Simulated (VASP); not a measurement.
# BaTiO3 in VASP: a series of runs, part 2 of 2

VASP 6.6.1.

## (4) Relaxation of cell and atoms, PBE

Input file INCAR:

```
PREC     = Accurate       # precision mode
ENCUT    = 600            # plane-wave cutoff, eV
EDIFF    = 1E-7           # SCF threshold, eV
ISMEAR   = 0              # smearing method
SIGMA    = 0.02           # smearing width, eV
LREAL    = F              # projectors in reciprocal space
LASPH    = T              # aspherical terms in the spheres
NELM     = 120            # most SCF steps
ALGO     = Normal         # electronic algorithm
ISIF     = 3              # what is computed and relaxed
LWAVE    = F              # write WAVECAR
LCHARG   = F              # write CHGCAR
GGA      = PE             # functional
IBRION   = 2              # ionic algorithm
NSW      = 100            # ionic steps
EDIFFG   = -0.002         # ionic threshold
GGA_COMPAT= F            
NELMIN   = 4
```

Input file KPOINTS:

```
regular mesh
0
Gamma
  8 8 8
```

Input file POSCAR:

```
BaTiO3
1.0
    3.9833338700      0.0000000000      0.0000000000
    0.0000000000      2.8625951100      2.8753395300
    0.0000000000     -2.8625951100      2.8753395300
Ba Ti O
1 1 3
Direct
    0.0000000000      0.0034138500      0.0034138500
    0.5000000000      0.5034138500      0.5034138500
    0.5000000000      1.0034138500      0.5034138500
    0.5000000000      0.5034138500      1.0034138500
    0.0000000000      0.5034138500      0.5034138500
```

Potentials or basis: VASP PAW PBE potentials, release 64 (Ba_sv, Ti_sv, O).

Run with:

```sh
cat potpaw_PBE.64/Ba_sv/POTCAR potpaw_PBE.64/Ti_sv/POTCAR potpaw_PBE.64/O/POTCAR > POTCAR
mpirun -np 1 vasp_std > vasp.out
```

OUTCAR:

```text
PREC = Accurate
   ENCUT = 600
   EDIFF = 1E-7
   ISMEAR = 0
   LREAL = F
   LASPH = T
   NELM = 120
   ISIF = 3
   GGA = PE
   IBRION = 2
   NSW = 100
   EDIFFG = -0.002
   NELMIN = 4

 ion  position               nearest neighbor table
   1  0.000  0.003  0.003-   3 2.84   4 2.84   3 2.84   4 2.84   3 2.84   4 2.84   3 2.84   4 2.84
                             5 2.86   5 2.86   5 2.88   5 2.88   2 3.49   2 3.49   2 3.49   2 3.49
   2  0.500  0.503  0.503-   5 1.99   5 1.99   3 2.03   4 2.03   3 2.03   4 2.03   1 3.49   1 3.49
                             1 3.49   1 3.49   1 3.50   1 3.50   1 3.50   1 3.50
   3  0.500  0.003  0.503-   2 2.03   2 2.03   1 2.84   1 2.84   1 2.84   1 2.84
   4  0.500  0.503  0.003-   2 2.03   2 2.03   1 2.84   1 2.84   1 2.84   1 2.84
   5  0.000  0.503  0.503-   2 1.99   2 1.99   1 2.86   1 2.86   1 2.88   1 2.88

  LATTYP: Found a base centered orthorhombic cell.
 ALAT       =     5.7251902200
 B/A-ratio  =     1.0044520512
 C/A-ratio  =     0.6957557246

  Lattice vectors:

 A1 = (   0.0000000000,   2.8625951100,  -2.8753395300)
 A2 = (   0.0000000000,   2.8625951100,   2.8753395300)
 A3 = (   3.9833338700,   0.0000000000,   0.0000000000)

Analysis of symmetry for initial positions (statically):
=====================================================================
 Subroutine PRICEL returns:
 Original cell was already a primitive cell.

 Routine SETGRP: Setting up the symmetry group for a
 base centered orthorhombic supercell.

 Subroutine GETGRP returns: Found  8 space group operations
 (whereof  4 operations were pure point group operations)
 out of a pool of  8 trial point group operations.

The static configuration has the point symmetry C_2v.
 The point group associated with its full space group is D_2h.

Analysis of symmetry for dynamics (positions and initial velocities):
=====================================================================
 Subroutine PRICEL returns:
 Original cell was already a primitive cell.

 Routine SETGRP: Setting up the symmetry group for a
 base centered orthorhombic supercell.

[... 141 lines left out ...]
   LRPA    =     F    only Hartree local field effects (RPA)
 conjugate gradient relaxation of ions
 non-spin polarized calculation
 Gauss-broadening in eV      SIGMA  =   0.02
  energy-cutoff  :      600.00
  volume of cell :       65.57
 maximum number of plane-waves:      2240
 NGX is ok and might be reduce to    32
   NGX = 15   NGY = 17   NGZ = 17

--------------------------------------- Ionic step        1  -------------------------------------------

 number of electron      39.9999999 magnetization

 Free energy of the ion-electron system (eV)
  ---------------------------------------------------
  ext. energy  EPLUGINS =         0.00000000
  ---------------------------------------------------
  free energy    TOTEN  =       -39.98378415 eV

  energy without entropy =      -39.98378415  energy(sigma->0) =      -39.98378415

------------------------ aborting loop because EDIFF is reached ----------------------------------------

  FORCE on cell =-STRESS in cart. coord.  units (eV):
  Direction    XX          YY          ZZ          XY          YZ          ZX
  --------------------------------------------------------------------------------------
  -------------------------------------------------------------------------------------
  Total        0.9068368     -0.2426502     -0.6765901      0.0000000      0.0000000      0.0000000
  in kB       22.1571537     -5.9287822    -16.5314308      0.0000000      0.0000000      0.0000000
  external PRESSURE =      -0.1010198 kB  Pullay stress =       0.0000000 kB
[... 260 lines left out ...]
--------------------------------------- Ionic step        8  -------------------------------------------

 number of electron      40.0000004 magnetization

 Free energy of the ion-electron system (eV)
  ---------------------------------------------------
  ext. energy  EPLUGINS =         0.00000000
  ---------------------------------------------------
  free energy    TOTEN  =       -39.99261869 eV

  energy without entropy =      -39.99261869  energy(sigma->0) =      -39.99261869

 E-fermi :   3.9040     XC(G=0): -11.1448

 val. band max:        3.6648209688   @ k =   0.5000   0.5000   0.5000
 cond. band min:       5.3669042469   @ k =   0.0000   0.0000   0.0000
 fundamental gap:      1.7020832781
 Fermi energy:         3.9039666153

 k-point     1 :       0.0000    0.0000    0.0000
  band No.  band energies     occupation
      1     -53.0635      2.00000
      2     -29.2634      2.00000
      3     -29.2634      2.00000
      4     -29.2633      2.00000
      5     -21.1992      2.00000
      6     -13.1773      2.00000
[... 637 lines left out ...]
     23       7.3493      0.00000
     24       8.2124      0.00000

 [... further k-points ...]

------------------------ aborting loop because EDIFF is reached ----------------------------------------

  FORCE on cell =-STRESS in cart. coord.  units (eV):
  Direction    XX          YY          ZZ          XY          YZ          ZX
  --------------------------------------------------------------------------------------
  -------------------------------------------------------------------------------------
  Total        0.0002483     -0.0017169     -0.0085744      0.0000000      0.0000000      0.0000000
  in kB        0.0060697     -0.0419712     -0.2096125      0.0000000      0.0000000      0.0000000
  external PRESSURE =      -0.0818380 kB  Pullay stress =       0.0000000 kB
[... 20 lines left out ...]
  FREE ENERGIE OF THE ION-ELECTRON SYSTEM (eV)
  ---------------------------------------------------
  free  energy   TOTEN  =       -39.9926186912 eV

  energy  without entropy=      -39.9926186912  energy(sigma->0) =      -39.99261869

 reached required accuracy - stopping structural energy minimisation
```

OSZICAR:

```text
N       E                     dE             d eps       ncg     rms          rms(c)
DAV:   1     0.483649210498E+03    0.48365E+03   -0.23218E+04  5040   0.199E+03
DAV:   2     0.263134467172E+01   -0.48102E+03   -0.47314E+03  6208   0.514E+02
DAV:   3    -0.487721941921E+02   -0.51404E+02   -0.50096E+02  7368   0.153E+02
DAV:   4    -0.509982469011E+02   -0.22261E+01   -0.22248E+01  7272   0.301E+01
[... 70 lines left out ...]
       N       E                     dE             d eps       ncg     rms          rms(c)
DAV:   1    -0.399926219784E+02   -0.34341E-05   -0.13385E-04  5400   0.116E-01    0.143E-02
DAV:   2    -0.399926192986E+02    0.26798E-05   -0.10662E-05  5584   0.318E-02    0.600E-03
DAV:   3    -0.399926187261E+02    0.57254E-06   -0.36643E-06  6456   0.120E-02    0.255E-03
DAV:   4    -0.399926186912E+02    0.34831E-07   -0.75581E-07  6336   0.613E-03
   8 F= -.39992619E+02 E0= -.39992619E+02  d E =-.394884E-05
```

CONTCAR:

```text
BaTiO3
   1.00000000000000
     4.0316237127893615    0.0000000000000000    0.0000000000000000
     0.0000000000000000    2.8509078256296121    2.8510452758365949
     0.0000000000000000   -2.8509078256296121    2.8510452758365949
  Ba              Ti              O
     1     1     3
Direct
     0.0000000000000000    0.0034138500000012    0.0034138500000012
     0.5000000000000000    0.5034138500000012    0.5034138500000012
     0.5000000000000000    0.0034138500000012    0.5034138500000012
     0.5000000000000000    0.5034138500000012    0.0034138500000012
     0.0000000000000000    0.5034138500000012    0.5034138500000012

  0.00000000E+00  0.00000000E+00  0.00000000E+00
  0.00000000E+00  0.00000000E+00  0.00000000E+00
  0.00000000E+00  0.00000000E+00  0.00000000E+00
  0.00000000E+00  0.00000000E+00  0.00000000E+00
  0.00000000E+00  0.00000000E+00  0.00000000E+00
```

It took 16 min on 1 thread of Oxide Virtual Turin-like, shared host; peak memory 0.32 GiB.

Results:

```
Free energy                           : -39.9926 eV
Relaxed volume                        : 13.11 Å³/atom
Relaxed cell                          : a = 4.032 Å, b = 4.032 Å, c = 4.032 Å, α = 90.00°, β = 90.00°, γ = 90.00°
Space group after relaxing (to 0.1 Å) : Pm-3m (No. 221)
Energy gained by relaxing             : 1.8 meV/atom
Ionic steps                           : 8
Pressure after relaxing               : 0.0 GPa
Band gap on the k mesh                : 1.70 eV (least direct gap 1.87 eV)
```

The path:
| step | energy change (eV) | largest force (eV/Å) | pressure (GPa) | volume (Å³) |
| --- | --- | --- | --- | --- |
| 1 | 0.0000 | 0.0000 | -0.01 | 65.57 |
| 2 | -0.0081 | 0.0000 | -0.05 | 65.56 |
| 3 | -0.0088 | 0.0000 | -0.05 | 65.55 |
| 4 | -0.0088 | 0.0000 | -0.05 | 65.56 |
| 5 | -0.0088 | 0.0000 | 0.05 | 65.52 |
| 6 | -0.0088 | 0.0000 | 0.04 | 65.52 |
| 7 | -0.0088 | 0.0000 | -0.02 | 65.55 |
| 8 | -0.0088 | 0.0000 | -0.01 | 65.54 |

Final structure:
```yaml
crystal:
  lattice:
    - [4.03162, 0.00000, 0.00000]
    - [0.00000, 2.85091, 2.85105]
    - [0.00000, -2.85091, 2.85105]
  atoms:
    - { symbol: Ba, position: [0.00000, 0.00341, 0.00341] }
    - { symbol: Ti, position: [0.50000, 0.50341, 0.50341] }
    - { symbol: O, position: [0.50000, 0.00341, 0.50341] }
    - { symbol: O, position: [0.50000, 0.50341, 0.00341] }
    - { symbol: O, position: [0.00000, 0.50341, 0.50341] }
```

Levels at points of the mesh, in eV from the valence-band top:
```
           k point  band 17  band 18  band 19  band 20  band 21  band 22  band 23  band 24
(0.00, 0.00, 0.00)    -1.06    -0.17    -0.17    -0.17     1.70     1.70     1.70     3.76
(0.50, 0.00, 0.00)    -1.80    -1.80    -0.71    -0.71     1.85     3.38     3.38     3.76
(0.00, 0.50, 0.00)    -1.80    -1.80    -0.71    -0.71     1.85     3.38     3.38     3.76
(0.50, 0.50, 0.00)    -1.73    -0.88    -0.88    -0.09     3.38     3.38     3.79     4.58
(0.00, 0.50, 0.50)    -1.73    -0.88    -0.88    -0.09     3.38     3.38     3.79     4.58
(0.50, 0.50, 0.50)    -2.41     0.00     0.00     0.00     4.02     4.02     4.02     6.63
```

Caveat: spin-orbit coupling is left out, which moves the levels of the heavy elements. A k mesh can miss the band edges.

## (5) Overview

```csv
task,cell,k mesh,smearing,gap on the mesh (eV),pressure (GPa)
single point,"a = 3.983, b = 4.057, c = 4.057 Å, angles 89.7, 90.0, 90.0°, 5 atoms",4 × 4 × 4,gaussian 0.1 eV,1.64,0.0
single point,"a = 4.019 Å, 5 atoms",8 × 8 × 8,gaussian 0.02 eV,1.72,1.5
relaxation of cell and atoms,"relaxed from a = 3.983, b = 4.057, c = 4.057 Å, angles 89.7, 90.0, 90.0°, 5 atoms",8 × 8 × 8,gaussian 0.02 eV,1.70,0.0
```

Alike in all rows: level PBE; potentials or basis VASP PAW PBE potentials, release 64 (Ba_sv, Ti_sv, O); no spin polarisation; cutoff (eV) 600.

Caveats: spin-orbit coupling is left out, which moves the levels of the heavy elements.

Absolute energies hang on the potentials; compare differences alone.
